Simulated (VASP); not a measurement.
# Ta4Cu (Im-3m) in VASP: a series of runs, part 3 of 3

VASP 6.6.1.

### 4 Relaxation of cell and atoms, PBE

INCAR reads:

```
PREC = Accurate
ENCUT = 600
EDIFF = 1E-7
ISMEAR = 0
SIGMA = 0.1
LREAL = False
LASPH = True
NELM = 80
ALGO = Normal
ISIF = 3
LWAVE = False
LCHARG = False
GGA = PE
IBRION = 2
NSW = 90
EDIFFG = -0.04
```

KPOINTS reads:

```
Automatic mesh
0
Gamma
  4 4 4
```

POSCAR reads:

```
Ta4Cu
1.0
   -2.6921241200      2.6921241200      2.6921241200
    2.6921241200     -2.6921241200      2.6921241200
    2.6921241200      2.6921241200     -2.6921241200
Ta Cu
4 1
Direct
    0.0000000000      0.0000000000      0.5000000000
    0.0000000000      0.5000000000      0.0000000000
    0.5000000000      0.0000000000      0.0000000000
    0.5000000000      0.5000000000      0.5000000000
    0.0000000000      0.0000000000      0.0000000000
```

Potentials or basis: VASP PAW PBE potentials, release 64 (Ta_pv, Cu).

Run with:

```
$ cat potpaw_PBE.64/Ta_pv/POTCAR potpaw_PBE.64/Cu/POTCAR > POTCAR
$ mpirun -np 1 vasp_std > vasp.out
```

OUTCAR:

```text
PREC = Accurate
   ENCUT = 600
   EDIFF = 1E-7
   ISMEAR = 0
   LREAL = False
   LASPH = True
   NELM = 80
   ISIF = 3
   GGA = PE
   IBRION = 2
   NSW = 90
   EDIFFG = -0.04

 ion  position               nearest neighbor table
   1  0.000  0.000  0.500-   5 2.33   5 2.33   4 2.69   2 2.69   3 2.69   2 2.69   3 2.69   4 2.69

   2  0.000  0.500  0.000-   5 2.33   5 2.33   4 2.69   1 2.69   3 2.69   1 2.69   4 2.69   3 2.69

   3  0.500  0.000  0.000-   5 2.33   5 2.33   4 2.69   1 2.69   4 2.69   2 2.69   1 2.69   2 2.69

   4  0.500  0.500  0.500-   5 2.33   5 2.33   3 2.69   1 2.69   3 2.69   2 2.69   1 2.69   2 2.69

   5  0.000  0.000  0.000-   1 2.33   2 2.33   3 2.33   4 2.33   1 2.33   2 2.33   3 2.33   4 2.33

  LATTYP: Found a body centered cubic cell.
 ALAT       =     5.3842482400

  Lattice vectors:

 A1 = (  -2.6921241200,   2.6921241200,   2.6921241200)
 A2 = (   2.6921241200,  -2.6921241200,   2.6921241200)
 A3 = (   2.6921241200,   2.6921241200,  -2.6921241200)

Analysis of symmetry for initial positions (statically):
=====================================================================
 Subroutine PRICEL returns:
 Original cell was already a primitive cell.

 Routine SETGRP: Setting up the symmetry group for a
[... 162 lines left out ...]

  FORCE on cell =-STRESS in cart. coord.  units (eV):
  Direction    XX          YY          ZZ          XY          YZ          ZX
  --------------------------------------------------------------------------------------
  -------------------------------------------------------------------------------------
  Total       28.0233243     28.0233243     28.0233243      0.0000000     -0.0000000     -0.0000000
  in kB      575.2875906    575.2875906    575.2875906      0.0000000     -0.0000000     -0.0000000
  external PRESSURE =     575.2875906 kB  Pullay stress =       0.0000000 kB
[... 26 lines left out ...]
--------------------------------------- Ionic step        2  -------------------------------------------

 number of electron      54.9999988 magnetization

 E-fermi :   1.5886     XC(G=0):  -9.4779

 val. band max:        1.5762202351   @ k =   0.2500   0.2500   0.2500
 cond. band min:       1.6385789173   @ k =   0.2500   0.2500   0.0000
 fundamental gap:      0.0623586822
 Fermi energy:         1.5885913763

 k-point     1 :       0.0000    0.0000    0.0000
  band No.  band energies     occupation
      1     -33.8154      2.00000
      2     -33.8154      2.00000
      3     -33.8154      2.00000
      4     -33.7832      2.00000
      5     -33.7832      2.00000
      6     -33.7832      2.00000
[... 393 lines left out ...]
--------------------------------------- Ionic step        5  -------------------------------------------

 number of electron      55.0000004 magnetization

 Free energy of the ion-electron system (eV)
  ---------------------------------------------------
  ext. energy  EPLUGINS =         0.00000000
  ---------------------------------------------------
  free energy    TOTEN  =       -46.15987984 eV

  energy without entropy =      -46.13228200  energy(sigma->0) =      -46.14608092

 E-fermi :   4.8705     XC(G=0): -11.6771

 val. band max:        4.8120404790   @ k =  -0.2500   0.2500   0.2500
 cond. band min:       4.9407785027   @ k =   0.2500   0.2500   0.0000
 fundamental gap:      0.1287380237
 Fermi energy:         4.8705305340

 k-point     1 :       0.0000    0.0000    0.0000
  band No.  band energies     occupation
      1     -29.9208      2.00000
      2     -29.9208      2.00000
      3     -29.9208      2.00000
      4     -29.8678      2.00000
      5     -29.8678      2.00000
      6     -29.8678      2.00000
[... 309 lines left out ...]
  FREE ENERGIE OF THE ION-ELECTRON SYSTEM (eV)
  ---------------------------------------------------
  free  energy   TOTEN  =       -46.1598798419 eV

  energy  without entropy=      -46.1322820045  energy(sigma->0) =      -46.14608092

 reached required accuracy - stopping structural energy minimisation
```

CONTCAR:

```text
Ta4Cu
   1.00000000000000
    -2.9099587371130293    2.9099587371130293    2.9099587371130293
     2.9099587371130293   -2.9099587371130293    2.9099587371130293
     2.9099587371130293    2.9099587371130293   -2.9099587371130293
  Ta              Cu
     4     1
Direct
     0.0000000000000000    0.0000000000000000    0.5000000000000000
     0.0000000000000000    0.5000000000000000    0.0000000000000000
     0.5000000000000000    0.0000000000000000    0.0000000000000000
     0.5000000000000000    0.5000000000000000    0.5000000000000000
     0.0000000000000000    0.0000000000000000    0.0000000000000000

  0.00000000E+00  0.00000000E+00  0.00000000E+00
  0.00000000E+00  0.00000000E+00  0.00000000E+00
  0.00000000E+00  0.00000000E+00  0.00000000E+00
  0.00000000E+00  0.00000000E+00  0.00000000E+00
  0.00000000E+00  0.00000000E+00  0.00000000E+00
```

Wall time 2.1 min (1 thread of Intel Xeon 6975P-C (Granite Rapids), shared host); peak memory 0.24 GiB.

Results:

```
Free energy                           : -46.1599 eV
Relaxed volume                        : 19.71 Å³/atom
Relaxed cell                          : a = 5.040 Å, b = 5.040 Å, c = 5.040 Å, α = 109.47°, β = 109.47°, γ = 109.47°
Space group after relaxing (to 0.1 Å) : Im-3m (No. 229)
Pressure after relaxing               : 0.0 GPa
Band gap on the k mesh                : zero (an odd number of electrons rules out a gap without spin polarisation)
```

Final structure:
```
Ta Cu
1.0
    -2.90996    2.90996    2.90996
     2.90996   -2.90996    2.90996
     2.90996    2.90996   -2.90996
Ta Cu
4 1
Direct
  0.00000 0.00000 0.50000
  0.00000 0.50000 0.00000
  0.50000 0.00000 0.00000
  0.50000 0.50000 0.50000
  0.00000 0.00000 0.00000
```

Caveat: the k points lie up to 0.38 Å⁻¹ apart in the final cell, too coarse for converged energies and pressures of a metal; the volume moved by over 15 % at a fixed basis, so the end points are rough; spin-orbit coupling is left out, which moves the levels of the heavy elements.

### 5 Single point, PBE

This run uses another cell than the first one, of 19.69 Å³/atom.

INCAR reads:

```
SYSTEM = Ta4Cu
  PREC = Accurate
  ENCUT = 520
  EDIFF = 1E-7
  ISMEAR = 0
  SIGMA = 0.1
  LREAL = .False.
  LASPH = .True.
  NELM = 100
  ALGO = Fast
  ISIF = 2
  LWAVE = .False.
  LCHARG = .False.
  GGA = PE
  NBANDS = 36
```

KPOINTS reads:

```
Automatic mesh
0
Gamma
  10 10 10
  0 0 0
```

Edit POSCAR of step 4 so:

```diff
@@ -2,5 +2,5 @@
 1.0
-   -2.6921241200      2.6921241200      2.6921241200
-    2.6921241200     -2.6921241200      2.6921241200
-    2.6921241200      2.6921241200     -2.6921241200
+   -2.9090662914      2.9090662914      2.9090662914
+    2.9090662914     -2.9090662914      2.9090662914
+    2.9090662914      2.9090662914     -2.9090662914
 Ta Cu
```

Run with:

```
$ cat potpaw_PBE.64/Ta_pv/POTCAR potpaw_PBE.64/Cu/POTCAR > POTCAR
$ mpirun -np 1 vasp_std > vasp.out
```

It took 3 min on 1 thread of Intel Xeon 6975P-C (Granite Rapids), shared host; peak memory 0.34 GiB.

It converged, with:

```
Free energy            : -46.2330 eV
Pressure               : 0.0 GPa
Band gap on the k mesh : zero (an odd number of electrons rules out a gap without spin polarisation)
```

Levels at points of the mesh, in eV from the Fermi level:
```
           k point  band 23  band 24  band 25  band 26  band 27  band 28  band 29  band 30  band 31  band 32
(0.00, 0.00, 0.00)    -1.36    -1.04    -1.04    -1.04     2.00     2.00     2.00     2.50     2.50     2.50
(0.50, 0.00, 0.00)    -1.59    -1.02    -0.70    -0.55    -0.41    -0.18     0.39     0.96     0.97     1.24
(0.50, 0.50, 0.50)    -2.25    -2.25    -1.58    -1.58    -1.58    -0.14    -0.14     1.38     1.38     1.38
```

Caveat: spin-orbit coupling is left out, which moves the levels of the heavy elements.

### 6 Relaxation of cell and atoms, PBE

This run uses another cell than the first one, of 19.68 Å³/atom.

INCAR reads:

```
SYSTEM = Ta4Cu
PREC = Accurate
ENCUT = 600
EDIFF = 1E-7
ISMEAR = 0
SIGMA = 0.1
LREAL = .FALSE.
LASPH = .TRUE.
NELM = 60
ALGO = Fast
ISIF = 3
LWAVE = .FALSE.
LCHARG = .FALSE.
GGA = PE
IBRION = 2
NSW = 100
EDIFFG = -0.01
```

KPOINTS reads:

```
Automatic mesh
0
G
  10 10 10
  0 0 0
```

Edit POSCAR of step 5 so:

```diff
@@ -2,5 +2,5 @@
 1.0
-   -2.9090662914      2.9090662914      2.9090662914
-    2.9090662914     -2.9090662914      2.9090662914
-    2.9090662914      2.9090662914     -2.9090662914
+   -2.9083272581      2.9083272581      2.9083272581
+    2.9083272581     -2.9083272581      2.9083272581
+    2.9083272581      2.9083272581     -2.9083272581
 Ta Cu
```

Potentials or basis: VASP PAW PBE potentials, release 64 (Ta_pv, Cu).

Run with:

```
$ cat potpaw_PBE.64/Ta_pv/POTCAR potpaw_PBE.64/Cu/POTCAR > POTCAR
$ mpirun -np 1 vasp_std > vasp.out
```

Run time: 6.7 min. Hardware: 1 thread of Intel Xeon 6975P-C (Granite Rapids), shared host; peak memory 0.36 GiB.

It converged, with:

```
Free energy                           : -46.2339 eV
Relaxed volume                        : 19.70 Å³/atom
Relaxed cell                          : a = 5.039 Å, b = 5.039 Å, c = 5.039 Å, α = 109.47°, β = 109.47°, γ = 109.47°
Space group after relaxing (to 0.1 Å) : Im-3m (No. 229)
Energy gained by relaxing             : 0.0 meV/atom
Ionic steps                           : 3
Pressure after relaxing               : 0.0 GPa
Band gap on the k mesh                : zero (an odd number of electrons rules out a gap without spin polarisation)
```

Final structure:
```xyz
5
Lattice="-2.9093 2.9093 2.9093 2.9093 -2.9093 2.9093 2.9093 2.9093 -2.9093" Properties=species:S:1:pos:R:3 pbc="T T T"
Ta    1.4547    1.4547   -1.4547
Ta    1.4547   -1.4547    1.4547
Ta   -1.4547    1.4547    1.4547
Ta    1.4547    1.4547    1.4547
Cu    0.0000    0.0000    0.0000
```

Levels at points of the mesh, in eV from the Fermi level:
```tsv
k point	band 23	band 24	band 25	band 26	band 27	band 28	band 29	band 30	band 31	band 32
(0.00, 0.00, 0.00)	-1.36	-1.04	-1.04	-1.04	2.00	2.00	2.00	2.50	2.50	2.50
(0.50, 0.00, 0.00)	-1.59	-1.02	-0.70	-0.55	-0.41	-0.18	0.39	0.96	0.97	1.24
(0.50, 0.50, 0.50)	-2.25	-2.25	-1.58	-1.58	-1.58	-0.14	-0.14	1.38	1.38	1.38
```

Caveat: spin-orbit coupling is left out, which moves the levels of the heavy elements.

### 7 Summary

| task | cell | k mesh | cutoff (eV) | gap on the mesh (eV) | pressure (GPa) | relaxed volume (Å³/atom) |
| --- | --- | --- | --- | --- | --- | --- |
| single point | a = 4.663 Å, angles 109.5°, 5 atoms | 4 × 4 × 4 | 520 | none | 57.5 | - |
| single point | a = 5.037 Å, angles 109.5°, 5 atoms | 4 × 4 × 4 | 520 | none | 0.3 | - |
| relaxation of cell and atoms | relaxed from a = 4.663 Å, angles 109.5°, 5 atoms | 4 × 4 × 4 | 600 | none | 0.0 | 19.71 |
| single point | a = 5.039 Å, angles 109.5°, 5 atoms | 10 × 10 × 10 | 520 | none | 0.0 | - |
| relaxation of cell and atoms | relaxed from a = 5.037 Å, angles 109.5°, 5 atoms | 10 × 10 × 10 | 600 | none | 0.0 | 19.70 |

Alike in all rows: level PBE; potentials or basis VASP PAW PBE potentials, release 64 (Ta_pv, Cu); no spin polarisation; smearing gaussian 0.1 eV.

Caveats: some runs use coarse meshes; spin-orbit coupling is left out, which moves the levels of the heavy elements; the volume moved by over 15 % at a fixed basis, so the end points are rough (at least some runs).

Total energies depend on the potentials used, so only differences within one code and one set of settings carry meaning.

The gap in the log of VASP goes by the Fermi energy; the results here count the filled bands.